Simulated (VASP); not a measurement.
# TiAl3 (P4mm) in VASP: a series of runs, part 2 of 2

VASP 6.6.1.

## 4. Relaxation of cell and atoms, PBE

INCAR reads:

```
SYSTEM = TiAl3
PREC = Accurate ; ENCUT = 600
EDIFF = 1E-7 ; ISMEAR = 0
SIGMA = 0.1 ; LREAL = .FALSE.
LASPH = .TRUE. ; NELM = 60
ALGO = Normal ; ISIF = 3
LWAVE = .FALSE. ; LCHARG = .FALSE.
GGA = PE ; IBRION = 2
NSW = 90 ; EDIFFG = -0.04
```

KPOINTS reads:

```
Automatic mesh
0
G
  6 6 4
  0 0 0
```

POSCAR reads:

```
TiAl3
1.0
    3.7359286800      0.0000000000      0.0000000000
    0.0000000000      3.7359286800      0.0000000000
    0.0000000000      0.0000000000      4.7026464000
Ti Al
1 3
Direct
    0.5000000000      0.5000000000      0.9438219900
    0.5000000000      0.0000000000      0.3454438800
    0.0000000000      0.5000000000      0.3454438800
    0.5000000000      0.5000000000      0.4639863900
```

Potentials or basis: VASP PAW PBE potentials, release 64 (Ti_sv, Al).

Launch:

```bash
$ cat potpaw_PBE.64/Ti_sv/POTCAR potpaw_PBE.64/Al/POTCAR > POTCAR
$ mpirun -np 1 vasp_std > vasp.out
```

OUTCAR:

```text
SYSTEM = TiAl3
   PREC = Accurate
   ENCUT = 600
   EDIFF = 1E-7
   ISMEAR = 0
   LREAL = .FALSE.
   LASPH = .TRUE.
   NELM = 60
   ISIF = 3
   GGA = PE
   IBRION = 2
   NSW = 90
   EDIFFG = -0.04

 ion  position               nearest neighbor table
   1  0.500  0.500  0.944-   4 2.26   4 2.45   3 2.66   2 2.66   2 2.66   3 2.66
   2  0.500  0.000  0.345-   4 1.95   4 1.95   3 2.64   3 2.64   3 2.64   3 2.64   1 2.66   1 2.66

   3  0.000  0.500  0.345-   4 1.95   4 1.95   2 2.64   2 2.64   2 2.64   2 2.64   1 2.66   1 2.66

   4  0.500  0.500  0.464-   2 1.95   3 1.95   2 1.95   3 1.95   1 2.26   1 2.45

  LATTYP: Found a simple tetragonal cell.
 ALAT       =     3.7359286800
 C/A-ratio  =     1.2587623595

  Lattice vectors:

 A1 = (   3.7359286800,   0.0000000000,   0.0000000000)
 A2 = (   0.0000000000,   3.7359286800,   0.0000000000)
 A3 = (   0.0000000000,   0.0000000000,   4.7026464000)

Analysis of symmetry for initial positions (statically):
=====================================================================
 Subroutine PRICEL returns:
 Original cell was already a primitive cell.

 Routine SETGRP: Setting up the symmetry group for a
 simple tetragonal supercell.

 Subroutine GETGRP returns: Found  8 space group operations
 (whereof  8 operations were pure point group operations)
 out of a pool of 16 trial point group operations.

The static configuration has the point symmetry C_4v.

Analysis of symmetry for dynamics (positions and initial velocities):
=====================================================================
 Subroutine PRICEL returns:
 Original cell was already a primitive cell.

 Routine SETGRP: Setting up the symmetry group for a
 simple tetragonal supercell.

 Subroutine GETGRP returns: Found  8 space group operations
 (whereof  8 operations were pure point group operations)
 out of a pool of 16 trial point group operations.

The dynamic configuration has the point symmetry C_4v.

 Subroutine INISYM returns: Found  8 space group operations
 (whereof  8 operations are pure point group operations),
 and found     1 'primitive' translations

----------------------------------------------------------------------------------------

                                     Primitive cell

  volume of cell :      65.6356

[... 106 lines left out ...]
   EFERMI =   0.00;   METHOD = LEGACY
   ISMEAR =     0;   SIGMA  =   0.10  broadening in eV -4-tet -1-fermi 0-gaus
   EFERMI_NEDOS =   21; number of points for ismear=-14 and -15
   IALGO  =     38    algorithm
   IMIX   =      4    mixing-type and parameters
     AMIX     =   0.40;   BMIX     =  1.00
     AMIX_MAG =   1.60;   BMIX_MAG =  1.00
  volume/ion in A,a.u.               =      16.41       110.73
  Fermi-wavevector in a.u.,A,eV,Ry     =   1.119699  2.115925 17.057987  1.253727
  Thomas-Fermi vector in A             =   2.256340
   LORBIT       =      0    0 simple, 1 ext, 2 COOP (PROOUT), +10 PAW based schemes
   GGA     = PE    functional components
   LHFCALC =     F    Hartree Fock is set to
   AEXX    =    0.0000 exact exchange contribution
   IVDW    =     0    specifies the selected vdW correction
   LEPSILON=     F    determine dielectric tensor
   LRPA    =     F    only Hartree local field effects (RPA)
 conjugate gradient relaxation of ions
 non-spin polarized calculation
 Gauss-broadening in eV      SIGMA  =   0.10
  energy-cutoff  :      600.00
  volume of cell :       65.64
 maximum number of plane-waves:      2226
 NGX is ok and might be reduce to    30
   NGX = 15   NGY = 15   NGZ = 19

--------------------------------------- Ionic step        1  -------------------------------------------

 number of electron      20.9999996 magnetization

 Free energy of the ion-electron system (eV)
  ---------------------------------------------------
  ext. energy  EPLUGINS =         0.00000000
  ---------------------------------------------------
  free energy    TOTEN  =        -8.36516722 eV

  energy without entropy =       -8.35536977  energy(sigma->0) =       -8.36026850

 E-fermi :   7.3889     XC(G=0): -10.1771

 val. band max:        7.3802398512   @ k =   0.1667   0.1667   0.0000
 cond. band min:       7.4284169000   @ k =   0.3333   0.1667   0.5000
 fundamental gap:      0.0481770488
 Fermi energy:         7.3889112771
[... 923 lines left out ...]
      3     -29.9208      2.00000
      4     -29.8532      2.00000
      5      -3.3842      2.00000
      6      -2.0715      2.00000
      7       0.3127      2.00000
      8       2.1235      2.00000
      9       2.8298      2.00000
     10       2.9113      2.00000
     11       4.0089      0.00000
     12       4.2171      0.00000
     13       4.7451      0.00000
     14       5.7398      0.00000

 [... further k-points ...]

[... ionic steps 4 to 22 ...]

--------------------------------------- Ionic step       23  -------------------------------------------

 number of electron      20.9999996 magnetization

------------------------ aborting loop because EDIFF is reached ----------------------------------------
[... 71 lines left out ...]
--------------------------------------- Ionic step       25  -------------------------------------------

 number of electron      20.9999997 magnetization

 Free energy of the ion-electron system (eV)
  ---------------------------------------------------
  ext. energy  EPLUGINS =         0.00000000
  ---------------------------------------------------
  free energy    TOTEN  =       -16.70463529 eV

  energy without entropy =      -16.68548583  energy(sigma->0) =      -16.69506056

 E-fermi :   4.1397     XC(G=0):  -8.6807

 val. band max:        4.0756897100   @ k =   0.0000   0.0000   0.0000
 cond. band min:       4.1403999056   @ k =   0.1667   0.0000   0.0000
 fundamental gap:      0.0647101956
 Fermi energy:         4.1397167293
[... 439 lines left out ...]
  FREE ENERGIE OF THE ION-ELECTRON SYSTEM (eV)
  ---------------------------------------------------
  free  energy   TOTEN  =       -16.7046352900 eV

  energy  without entropy=      -16.6854858345  energy(sigma->0) =      -16.69506056

 reached required accuracy - stopping structural energy minimisation
```

Run time: 7.4 min. Hardware: 1 thread of Intel Xeon 6975P-C (Granite Rapids), shared host; peak memory 0.21 GiB.

What came out:

| Property | Result |
| --- | --- |
| Free energy | -16.7046 eV |
| Relaxed volume | 24.64 Å³/atom |
| Relaxed cell | a = 3.922 Å, b = 3.922 Å, c = 6.408 Å, α = 90.00°, β = 90.00°, γ = 90.00° |
| Space group after relaxing (to 0.05 Å) | P4mm (No. 99) |
| Energy gained by relaxing | 2084.9 meV/atom |
| Ionic steps | 25 |
| Pressure after relaxing | 0.1 GPa |
| Largest force after relaxing | 0.021 eV/Å |

Forces on the atoms (eV/Å):
```
Ti   0.000  0.000  0.015
Al   0.000  0.000  0.003
Al   0.000  0.000  0.003
Al   0.000  0.000 -0.021
```

Step by step:
| step | energy change (eV) | largest force (eV/Å) | pressure (GPa) | volume (Å³) |
| --- | --- | --- | --- | --- |
| 1 | 0.0000 | 7.0205 | 63.52 | 65.64 |
| 2 | -5.3434 | 4.7052 | -4.85 | 147.23 |
| 3 | -6.7319 | 4.3766 | 1.72 | 105.32 |
| 4 | -7.3637 | 1.3464 | -1.83 | 113.58 |
| 5 | -7.3662 | 1.4835 | -1.95 | 114.23 |
| 6 | -7.6150 | 1.5603 | -0.65 | 110.66 |
| 7 | -7.8075 | 1.5256 | 3.16 | 104.15 |
| 8 | -7.9388 | 0.6963 | 1.84 | 106.44 |
| 9 | -7.9560 | 0.6057 | 1.31 | 107.60 |
| 10 | -7.9862 | 0.3744 | 0.11 | 109.55 |
| 11 | -7.9938 | 0.1939 | -0.81 | 111.19 |
| 12 | -8.0175 | 0.2278 | -0.86 | 110.42 |
| 13 | -8.0939 | 0.4716 | -0.88 | 108.02 |
| 14 | -8.1658 | 1.0936 | -0.32 | 102.81 |
| 15 | -8.1687 | 0.9254 | -0.56 | 104.20 |
| 16 | -8.1953 | 0.8910 | -0.41 | 103.22 |
| 17 | -8.2526 | 0.7635 | 0.11 | 100.20 |
| 18 | -8.2206 | 0.8449 | 1.63 | 93.83 |
| 19 | -8.2665 | 0.6234 | 0.61 | 97.76 |
| 20 | -8.3062 | 0.4916 | 0.24 | 98.15 |
| 21 | -8.3365 | 0.2203 | -0.27 | 98.87 |
| 22 | -8.3366 | 0.2054 | -0.29 | 98.91 |
| 23 | -8.3388 | 0.0663 | 0.13 | 98.35 |
| 24 | -8.3388 | 0.0426 | 0.21 | 98.26 |
| 25 | -8.3395 | 0.0214 | 0.11 | 98.55 |

Final structure:
```
Ti Al
1.0
     3.92169    0.00000    0.00000
     0.00000    3.92169    0.00000
     0.00000    0.00000    6.40801
Ti Al
1 3
Direct
  0.50000 0.50000 0.99031
  0.50000 0.00000 0.27265
  0.00000 0.50000 0.27265
  0.50000 0.50000 0.56308
```

Caveat: the volume moved by over 15 % at a fixed basis, so the end points are rough.

## 5. Single point, PBE, collinear spin, ferromagnetic start

This run uses another cell than the first one, of 24.70 Å³/atom, 1.505 times its volume.

INCAR reads:

```
PREC = Accurate
ENCUT = 520
EDIFF = 1E-7
ISMEAR = 0
SIGMA = 0.1
LREAL = False
LASPH = True
NELM = 150
ALGO = Normal
ISIF = 2
LWAVE = False
LCHARG = True
ISPIN = 2
MAGMOM = 1 0 0 0
LORBIT = 11
LMAXMIX = 4
GGA = PE
LELF = True
LVHAR = True
NBANDS = 22
```

KPOINTS reads:

```
regular mesh
0
Gamma
  4 4 4
```

POSCAR reads:

```
TiAl3
1.0
    3.9312338794      0.0000000000      0.0000000000
    0.0000000000      3.9312338794      0.0000000000
    0.0000000000      0.0000000000      6.3924547210
Ti Al
1 3
Direct
    0.5000000000      0.5000000000      0.9905789425
    0.5000000000      0.0000000000      0.2727641776
    0.0000000000      0.5000000000      0.2727641776
    0.5000000000      0.5000000000      0.5625888422
```

Launch:

```bash
$ cat potpaw_PBE.64/Ti_sv/POTCAR potpaw_PBE.64/Al/POTCAR > POTCAR
$ mpirun -np 1 vasp_std > vasp.out
```

It took 75 s on 1 thread of Intel Xeon 6975P-C (Granite Rapids), shared host; peak memory 0.25 GiB.

The run converged. Its results:

| Quantity | Value |
| --- | --- |
| Free energy | -16.6617 eV |
| Pressure | 0.3 GPa |
| Largest force | 0.083 eV/Å |
| Net moment | 0.32 μB per cell |
| Site moments | Ti +0.27; Al -0.01, -0.00 μB |
| Valence electrons inside the program's atomic spheres | Ti 10.15; Al 0.84, 0.80 |

Forces in eV/Å, atoms in the order of the input:
```
Ti   0.000  0.000 -0.083
Al   0.000  0.000  0.022
Al   0.000  0.000  0.022
Al   0.000  0.000  0.039
```

Stress tensor (GPa, compression positive):
```
0.40 0.00 0.00
0.00 0.40 0.00
0.00 0.00 0.13
```

Levels at points of the mesh, in eV from the Fermi level:
Spin up:
```csv
k point,band 8,band 9,band 10,band 11,band 12,band 13,band 14,band 15
"(0.00, 0.00, 0.00)",-1.09,-1.00,-1.00,-0.04,1.04,1.04,1.06,2.17
"(0.50, 0.00, 0.00)",-1.64,-1.30,-0.27,0.17,0.34,0.37,1.45,1.87
"(0.50, 0.50, 0.00)",-2.88,-0.96,-0.96,-0.83,0.48,0.70,1.18,1.44
"(0.00, 0.00, 0.50)",-1.13,-1.13,-1.04,0.92,1.06,1.66,1.66,1.94
"(0.50, 0.00, 0.50)",-1.84,-0.80,-0.41,0.21,0.40,1.23,2.27,2.50
"(0.50, 0.50, 0.50)",-2.82,-2.21,-0.71,-0.71,0.17,0.72,0.72,1.18
```
Spin down:
| k point | band 7 | band 8 | band 9 | band 10 | band 11 | band 12 | band 13 | band 14 |
| --- | --- | --- | --- | --- | --- | --- | --- | --- |
| (0.00, 0.00, 0.00) | -2.50 | -0.98 | -0.92 | -0.92 | 0.10 | 1.20 | 1.20 | 1.30 |
| (0.50, 0.00, 0.00) | -2.52 | -1.59 | -1.21 | -0.09 | 0.31 | 0.49 | 0.57 | 1.64 |
| (0.50, 0.50, 0.00) | -4.33 | -2.87 | -0.86 | -0.86 | -0.78 | 0.65 | 0.82 | 1.38 |
| (0.00, 0.00, 0.50) | -1.17 | -1.04 | -1.04 | -0.92 | 1.04 | 1.31 | 1.83 | 1.83 |
| (0.50, 0.00, 0.50) | -3.63 | -1.81 | -0.68 | -0.25 | 0.46 | 0.59 | 1.40 | 2.38 |
| (0.50, 0.50, 0.50) | -4.34 | -2.80 | -2.12 | -0.68 | -0.68 | 0.32 | 0.96 | 0.96 |

Caveat: the k points lie up to 0.40 Å⁻¹ apart.

## 6. Single point, PBE

This run uses another cell than the first one, of 24.79 Å³/atom, 1.511 times its volume.

INCAR reads:

```
PREC     = Accurate       # precision mode
ENCUT    = 520            # plane-wave cutoff, eV
EDIFF    = 1E-6           # SCF threshold, eV
ISMEAR   = 0              # smearing method
SIGMA    = 0.1            # smearing width, eV
LREAL    = False          # projectors in reciprocal space
LASPH    = True           # aspherical terms in the spheres
NELM     = 60             # most SCF steps
ALGO     = Fast           # electronic algorithm
ISIF     = 2              # what is computed and relaxed
LWAVE    = False          # write WAVECAR
LCHARG   = False          # write CHGCAR
GGA      = PE             # functional
NBANDS   = 18             # bands
```

KPOINTS reads:

```
Automatic mesh
0
Gamma
  12 12 8
```

POSCAR reads:

```
TiAl3
1.0
    3.9405212315      0.0000000000      0.0000000000
    0.0000000000      3.9405212315      0.0000000000
    0.0000000000      0.0000000000      6.3866274302
Ti Al
1 3
Direct
    0.5000000000      0.5000000000      0.9910246969
    0.5000000000      0.0000000000      0.2728489887
    0.0000000000      0.5000000000      0.2728489887
    0.5000000000      0.5000000000      0.5619734655
```

Potentials or basis: VASP PAW PBE potentials, release 64 (Ti_sv, Al).

Launch:

```bash
$ cat potpaw_PBE.64/Ti_sv/POTCAR potpaw_PBE.64/Al/POTCAR > POTCAR
$ mpirun -np 1 vasp_std > vasp.out
```

Run time: 4.1 min. Hardware: 1 thread of Intel Xeon 6975P-C (Granite Rapids), shared host; peak memory 0.36 GiB.

Results (log left out):

- Free energy: -16.7246 eV
- Pressure: 0.0 GPa
- Largest force: 0.011 eV/Å

Forces in eV/Å, atoms in the order of the input:
```
Ti   0.000  0.000 -0.011
Al   0.000  0.000  0.006
Al   0.000  0.000  0.006
Al   0.000  0.000  0.000
```

Levels at points of the mesh, in eV from the Fermi level:
| k point | band 6 | band 7 | band 8 | band 9 | band 10 | band 11 | band 12 | band 13 | band 14 | band 15 |
| --- | --- | --- | --- | --- | --- | --- | --- | --- | --- | --- |
| (0.00, 0.00, 0.00) | -4.15 | -2.56 | -1.08 | -1.00 | -1.00 | -0.02 | 1.06 | 1.06 | 1.11 | 2.12 |
| (0.50, 0.00, 0.00) | -5.85 | -2.56 | -1.63 | -1.28 | -0.24 | 0.19 | 0.38 | 0.42 | 1.47 | 1.85 |
| (0.50, 0.50, 0.00) | -4.35 | -4.35 | -2.87 | -0.94 | -0.94 | -0.85 | 0.53 | 0.72 | 1.21 | 1.46 |
| (0.00, 0.00, 0.50) | -5.18 | -1.25 | -1.12 | -1.12 | -1.03 | 0.98 | 1.11 | 1.69 | 1.69 | 1.89 |
| (0.50, 0.00, 0.50) | -5.83 | -3.68 | -1.83 | -0.79 | -0.39 | 0.28 | 0.44 | 1.26 | 2.30 | 2.49 |
| (0.50, 0.50, 0.50) | -4.36 | -4.36 | -2.80 | -2.21 | -0.72 | -0.72 | 0.22 | 0.78 | 0.78 | 1.21 |

## 7. The runs side by side

```tsv
task	spin	cell	k mesh	cutoff (eV)	gap on the mesh (eV)	pressure (GPa)	largest force (eV/Å)
single point	off	a = 3.736, b = 3.736, c = 4.703 Å, 4 atoms	6 × 6 × 4	520	none	63.5	7.02
single point	off	a = 3.931, b = 3.931, c = 6.392 Å, 4 atoms	6 × 6 × 4	520	none	0.1	0.02
relaxation of cell and atoms	off	relaxed from a = 3.736, b = 3.736, c = 4.703 Å, 4 atoms	6 × 6 × 4	600	none	0.1	0.02
single point	collinear, ferromagnetic start	a = 3.931, b = 3.931, c = 6.392 Å, 4 atoms	4 × 4 × 4	520	none	0.3	0.08
single point	off	a = 3.941, b = 3.941, c = 6.387 Å, 4 atoms	12 × 12 × 8	520	none	0.0	0.01
```

Alike in all rows: level PBE; potentials or basis VASP PAW PBE potentials, release 64 (Ti_sv, Al); smearing gaussian 0.1 eV.

Caveats: some runs use coarse meshes; forces of over 1 eV/Å act on the atoms, so gaps and moduli don't describe the material at rest (some runs); the volume moved by over 15 % at a fixed basis, so the end points are rough (some runs).

Absolute energies hang on the potentials; compare differences alone.
